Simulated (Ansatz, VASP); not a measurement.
## NaAl5O2 in VASP and in Ansatz

```
CELL_PARAMETERS angstrom
2.88970 0.00000 0.00000
-1.44485 2.50255 0.00000
0.00000 0.00000 14.73367
ATOMIC_POSITIONS crystal
Na 0.00000 0.00000 0.00000
Al 0.66667 0.33333 0.18519
Al 0.33333 0.66667 0.81481
Al 0.33333 0.66667 0.34141
Al 0.00000 0.00000 0.50000
Al 0.66667 0.33333 0.65859
O 0.33333 0.66667 0.11307
O 0.66667 0.33333 0.88693
```

Alike in both runs: functional PBE; k mesh 6 × 6 × 2; occupations gaussian, width 0.2 eV; no spin polarisation.

Ansatz relaxed the structure, and its values are those at the end. VASP's run is a single point on that final structure, the one shown.

|  | VASP | Ansatz |
| --- | --- | --- |
| version | VASP 6.6.1 | Ansatz 0.2.0 |
| potentials or method | VASP PAW PBE potentials, release 64 (Na_pv, Al, O), cutoff 520 eV | scalar-relativistic, plane waves, PAW |
| valence electrons in the cell | 34 | 36 |

```csv
,VASP,Ansatz,Ansatz less VASP
gap on the k mesh at the Fermi level (eV),none,none,-
pressure (GPa),0.2,0.2,+0.01
rms of the force components (eV/Å),0.024,0.020,-0.0038
```

A gap of «none» marks a metal or a gap that the smearing closes. With one functional, cell and mesh, what is left measures potentials, basis and numerics. VASP's potentials hold 34 valence electrons a cell and Ansatz's 36, so a difference there can come from the potentials and not from the codes.

The k mesh is coarse, so the values compare programs but aren't converged.
